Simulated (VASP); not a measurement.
**TiB2: single point with PBEsol**

TiB2:

```xyz
3
Lattice="2.9348 0.0000 0.0000 -1.4674 2.5416 0.0000 0.0000 0.0000 3.0643" Properties=species:S:1:pos:R:3 pbc="T T T"
Ti    0.0000    0.0000    0.0000
B     0.0000    1.6944    1.5321
B     1.4674    0.8472    1.5321
```

```
Program             : VASP 6.6.1
Task                : single point
Functional          : PBEsol
Potentials or basis : VASP PAW PBE potentials, release 64 (Ti_sv, B)
Cutoff              : 520 eV
k mesh              : 18 × 18 × 14
Occupations         : gaussian, width 0.1 eV
Spin                : no spin polarisation
```

* Pressure: 30.2 GPa
* Band gap on the k mesh: zero (bands 9 and 10 overlap by 0.72 eV)

Stress tensor (GPa, compression positive):
```
30.36  0.00  0.00
 0.00 30.36  0.00
 0.00  0.00 29.99
```

Levels at points of the mesh, in eV from the Fermi level:
| k point | band 5 | band 6 | band 7 | band 8 | band 9 | band 10 | band 11 | band 12 | band 13 | band 14 |
| --- | --- | --- | --- | --- | --- | --- | --- | --- | --- | --- |
| (0.00, 0.00, 0.00) | -14.09 | -3.03 | -3.03 | -2.43 | -2.10 | 2.24 | 2.24 | 4.37 | 4.37 | 6.11 |
| (0.50, 0.00, 0.00) | -9.96 | -9.40 | -3.49 | -3.45 | -2.65 | 1.59 | 3.14 | 3.74 | 3.83 | 8.28 |
| (0.00, 0.00, 0.50) | -11.68 | -8.10 | -0.63 | -0.63 | -0.38 | -0.38 | 0.46 | 0.46 | 2.19 | 6.77 |
| (0.50, 0.00, 0.50) | -10.26 | -7.70 | -5.19 | -4.29 | -3.18 | 3.07 | 3.39 | 5.44 | 5.51 | 6.06 |

It took 84 s on 1 thread of Intel Xeon 8259CL (shared host), peak memory 0.22 GiB.

Caveat: the cell stands under pressure; the PAW data sets were made with another functional, which shifts forces and pressure a little.
